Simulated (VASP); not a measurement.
Input of a VASP 6.6.1 run:

The input INCAR:

```
SYSTEM = Al15As16
ALGO = Normal
EDIFF = 1E-6
ENCUT = 400
GGA = PE
GGA_COMPAT = .False.
ISIF = 2
ISMEAR = 0
ISPIN = 2
LASPH = .True.
LCHARG = .True.
LELF = .True.
LORBIT = 11
LREAL = Auto
LVHAR = .True.
LWAVE = .False.
MAGMOM = 0 0 0 0 0 0 0 0 0 0 0 0 0 0 0 0.25 0 0 0 0 0 0 0 0 0 0 0 0 0.25 0.25 0.25
NBANDS = 88
NELECT = 127.0
NELM = 200
PREC = Accurate
SIGMA = 0.01
```

KPOINTS

```
k-points
0
Gamma
  2 2 2
  0 0 0
```

The input POSCAR:

```
Al15As16
1.0
   -5.7279123196      5.7279123196     -5.7279123196
   -5.7279123196     -5.7279123196      5.7279123196
    5.7279123196      5.7279123196      5.7279123196
Al As
15 16
Direct
    0.4986211946     -0.0099309676      0.5000000000
    0.4986211946      0.7500000000      0.7400690324
    0.2500000000      0.2500000000      0.5000000000
    0.2414478379      0.0013788054      0.7513788054
    0.2500000000      0.7500000000      0.0000000000
   -0.0099309676      0.4986211946      0.5000000000
    0.0013788054      0.2414478379      0.7513788054
    0.0013788054      0.0013788054     -0.0085521621
   -0.0099309676      0.7500000000      0.2486211946
    0.7500000000      0.4986211946      0.7400690324
    0.7500000000      0.2500000000      0.0000000000
    0.7500000000     -0.0099309676      0.2486211946
    0.5099309676      0.5099309676      0.0085521621
    0.5099309676      0.2585521621      0.2599309676
    0.2585521621      0.5099309676      0.2599309676
   -0.0202844518     -0.0202844518      0.7297155482
    0.7500000000      0.2485099727      0.7484272486
    0.7500000000     -0.0015727514     -0.0014900273
    0.5015727514      0.5015727514      0.7500827242
    0.4999172758      0.2514900273      0.0014900273
    0.5015727514      0.0000827242      0.2515727514
    0.2485099727      0.7500000000      0.7484272486
    0.2514900273      0.4999172758      0.0014900273
    0.2514900273      0.2514900273      0.2499172758
    0.2485099727     -0.0015727514      0.5000000000
   -0.0015727514      0.7500000000     -0.0014900273
    0.0000827242      0.5015727514      0.2515727514
   -0.0015727514      0.2485099727      0.5000000000
    0.7500000000      0.7500000000      0.2702844518
    0.7500000000      0.5202844518      0.5000000000
    0.5202844518      0.7500000000      0.5000000000
```

Potentials or basis: VASP PAW PBE potentials, release 64 (Al, As).

Launch:

```console
$ cat potpaw_PBE.64/Al/POTCAR potpaw_PBE.64/As/POTCAR > POTCAR
$ mpirun -np 1 vasp_std > vasp.out
```

**Question.** Estimate the site moments.

**Answer.** Al +0.00; As +0.08, +0.02 μB.

**Question.** Predict the net moment.

**Answer.** 1.00 μB per cell.

**Question.** Estimate the largest force.

**Answer.** 0.020 eV/Å.

Forces on the atoms (eV/Å):
```
Al   0.018 -0.006  0.006
Al   0.006 -0.018  0.006
Al   0.000  0.000  0.000
Al  -0.006  0.006  0.018
Al   0.000  0.000  0.000
Al   0.018  0.006 -0.006
Al  -0.006  0.018  0.006
Al  -0.018  0.006  0.006
Al  -0.006 -0.018 -0.006
Al   0.006  0.006 -0.018
Al   0.000  0.000  0.000
Al  -0.006 -0.006 -0.018
Al  -0.018 -0.006 -0.006
Al   0.006  0.018 -0.006
Al   0.006 -0.006  0.018
As   0.004 -0.004 -0.004
As  -0.005 -0.005  0.016
As   0.005  0.005  0.016
As   0.016  0.005  0.005
As   0.005 -0.005 -0.016
As  -0.005 -0.016  0.005
As  -0.005  0.016 -0.005
As   0.005 -0.016 -0.005
As   0.016 -0.005 -0.005
As  -0.016  0.005 -0.005
As   0.005  0.016  0.005
As  -0.005  0.005 -0.016
As  -0.016 -0.005  0.005
As   0.004  0.004  0.004
As  -0.004 -0.004  0.004
As  -0.004  0.004 -0.004
```

Caveat: the k points lie up to 0.39 Å⁻¹ apart; the cell carries a net charge on a neutralising background, which shifts energy and pressure.
